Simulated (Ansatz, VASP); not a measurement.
One calculation of PbSe, two programs

File INCAR:

```
SYSTEM = PbSe
  PREC = Accurate
  ENCUT = 520
  EDIFF = 1E-6
  ISMEAR = -1
  SIGMA = 0.01
  LREAL = .False.
  LASPH = .True.
  NELM = 80
  ALGO = Normal
  ISIF = 2
  LWAVE = .False.
  LCHARG = .True.
  GGA = PE
  LELF = .True.
  LVHAR = .True.
  NBANDS = 17
```

Contents of KPOINTS:

```
Automatic mesh
0
Gamma
  9 9 9
  0 0 0
```

POSCAR

```
PbSe
1.0
    0.0000000000      3.1222074042      3.1222074042
    3.1222074042      0.0000000000      3.1222074042
    3.1222074042      3.1222074042      0.0000000000
Pb Se
1 1
Direct
    0.0000000000      0.0000000000      0.0000000000
    0.5000000000      0.5000000000      0.5000000000
```

Input for Ansatz:

```yaml
crystal:
  lattice:
    - [0.0, 3.1222074042, 3.1222074042]
    - [3.1222074042, 0.0, 3.1222074042]
    - [3.1222074042, 3.1222074042, 0.0]
  atoms:
    - { symbol: Pb, position: [0.0, 0.0, 0.0] }
    - { symbol: Se, position: [0.5, 0.5, 0.5] }
kpoints:
  mp_grid: { grid: [9, 9, 9] }
  band_path:
    path:
      - [0.0, 0.0, 0.0]
      - [0.5, 0.0, 0.5]
      - [0.625, 0.25, 0.625]
      - [0.375, 0.375, 0.75]
      - [0.0, 0.0, 0.0]
      - [0.5, 0.5, 0.5]
      - [0.5, 0.25, 0.75]
      - [0.5, 0.0, 0.5]
    npoints: 5
scf:
  occupations: { method: fermi_dirac, width: 0.01 }
hamiltonian:
  xc: pbe
  pseudopotentials: { kind: all_electron, lapw: { basis_error: 0.00025 } }
output:
  forces: true
  stress: true
  eigenvalues: true
```

Change from the starting cell: volume scaled by 1.06.

Alike in both runs: task single point; functional PBE; k mesh 9 × 9 × 9; occupations fermi-dirac, width 0.01 eV; no spin polarisation.

|  | VASP | Ansatz |
| --- | --- | --- |
| version | VASP 6.6.1 | Ansatz 0.2.0 |
| potentials or method | VASP PAW PBE potentials, release 64 (Pb_d, Se), cutoff 520 eV | all-electron LAPW, scalar-relativistic |

```csv
,VASP,Ansatz,Ansatz less VASP
pressure (GPa),-0.6,-0.6,+0.03
```

Ansatz ran all-electron here, and VASP with PAW potentials.

Spin-orbit coupling is off throughout.
